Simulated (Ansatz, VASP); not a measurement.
## Si3SnO8 in VASP and in Ansatz

INCAR

```
PREC = Accurate
ENCUT = 520
EDIFF = 1E-6
ISMEAR = -1
SIGMA = 0.02
LREAL = F
LASPH = T
NELM = 100
ALGO = Normal
ISIF = 2
LWAVE = F
LCHARG = F
GGA = PE
NBANDS = 49
```

Contents of KPOINTS:

```
Automatic mesh
0
Gamma
  6 6 4
```

POSCAR

```
Si3SnO8
1.0
    3.1048833626     -3.0101726231      0.0000000000
    3.1048833626      3.0101726231      0.0000000000
    0.0000000000      0.0000000000      5.6471684090
Si O Sn
3 8 1
Direct
    0.5000000000      0.5000000000      0.0000000000
    0.0000000000      0.0000000000      0.7612800996
    0.0000000000      0.0000000000      0.2387199004
    0.1942356063      0.1942356063      0.0000000000
    0.8057643937      0.8057643937      0.0000000000
    0.7042584825      0.2957415175      0.7772706981
    0.2957415175      0.7042584825      0.7772706981
    0.1750482588      0.1750482588      0.5000000000
    0.8249517412      0.8249517412      0.5000000000
    0.7042584825      0.2957415175      0.2227293019
    0.2957415175      0.7042584825      0.2227293019
    0.5000000000      0.5000000000      0.5000000000
```

Input for Ansatz:

```yaml
crystal:
  lattice:
    - [3.1048833626, -3.0101726231, 0.0]
    - [3.1048833626, 3.0101726231, 0.0]
    - [0.0, 0.0, 5.647168409]
  atoms:
    - { symbol: Si, position: [0.5, 0.5, 0.0] }
    - { symbol: Si, position: [0.0, 0.0, 0.7612800996] }
    - { symbol: O, position: [0.1942356063, 0.1942356063, 0.0] }
    - { symbol: O, position: [0.8057643937, 0.8057643937, 0.0] }
    - { symbol: O, position: [0.7042584825, 0.2957415175, 0.7772706981] }
    - { symbol: O, position: [0.2957415175, 0.7042584825, 0.7772706981] }
    - { symbol: Sn, position: [0.5, 0.5, 0.5] }
    - { symbol: Si, position: [0.0, 0.0, 0.2387199004] }
    - { symbol: O, position: [0.1750482588, 0.1750482588, 0.5] }
    - { symbol: O, position: [0.8249517412, 0.8249517412, 0.5] }
    - { symbol: O, position: [0.7042584825, 0.2957415175, 0.2227293019] }
    - { symbol: O, position: [0.2957415175, 0.7042584825, 0.2227293019] }
kpoints:
  mp_grid: { grid: [6, 6, 4] }
  band_path:
    path:
      - [[0.0, 0.0, 0.0], [0.5, 0.5, 0.0], [0.5150192792916, 0.4849807207084, 0.0]]
      - [[0.4849807207084, -0.4849807207084, 0.0], [0.0, 0.0, 0.0], [0.0, 0.0, 0.5], [0.4849807207084, -0.4849807207084, 0.5]]
      - [[0.5150192792916, 0.4849807207084, 0.5], [0.5, 0.5, 0.5], [0.5, 0.5, 0.0]]
      - [[0.0, 0.0, 0.0], [0.5, 1.757259706222e-17, 0.0], [0.5, 1.757259706222e-17, 0.5], [0.0, 0.0, 0.5], [0.5, 0.5, 0.5]]
    npoints: 10
hamiltonian:
  xc: pbe
scf:
  occupations: { method: fermi_dirac, width: 0.02 }
  n_extra_bands: 7
output:
  forces: true
  stress: true
  eigenvalues: true
```

Alike in both runs: task single point; functional PBE; k mesh 6 × 6 × 4; occupations fermi-dirac, width 0.02 eV; no spin polarisation.

```csv
,VASP,Ansatz
version,VASP 6.6.1,Ansatz 0.2.0
potentials or method,"VASP PAW PBE potentials, release 64 (Si, O, Sn_d)","plane waves, PAW"
plane-wave cutoff (eV),520,420
valence electrons in the cell,74,74
```

```csv
,VASP,Ansatz,Ansatz less VASP
gap on the k mesh at the Fermi level (eV),3.54,3.55,+0.011
pressure (GPa),9.4,9.1,-0.39
rms of the force components (eV/Å),0.073,0.054,-0.0186
```
